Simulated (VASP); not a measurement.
ZrH3:

```
Zr H
1.0
     3.12604    0.00000    0.00000
     0.00000    3.12604    0.00000
     0.00000    0.00000    3.12604
Zr H
1 3
Direct
  0.00000 0.00000 0.00000
  0.00000 0.50000 0.50000
  0.50000 0.00000 0.50000
  0.50000 0.50000 0.00000
```

Base run:

```yaml
Program: VASP 6.6.1
Functional: r2SCAN
Dispersion: D3(BJ)
Potentials_or_basis: VASP PAW PBE potentials, release 64 (Zr_sv, H)
Cutoff: 520 eV
k_mesh: 6 × 6 × 6
Occupations: fermi-dirac, width 0.3 eV
Spin: no spin polarisation
```

Its results: pressure -3.2 GPa.

Q: The run is repeated on the same cell with these changes: k mesh from 6 × 6 × 6 to 3 × 3 × 3. What comes out?

A: Pressure -2.2 GPa.

Caveats: some runs use coarse meshes; three body term missing; the PAW data sets were made with another functional, which shifts forces and pressure a little; pairwise dispersion overbinds metals, which lowers pressure and volume.
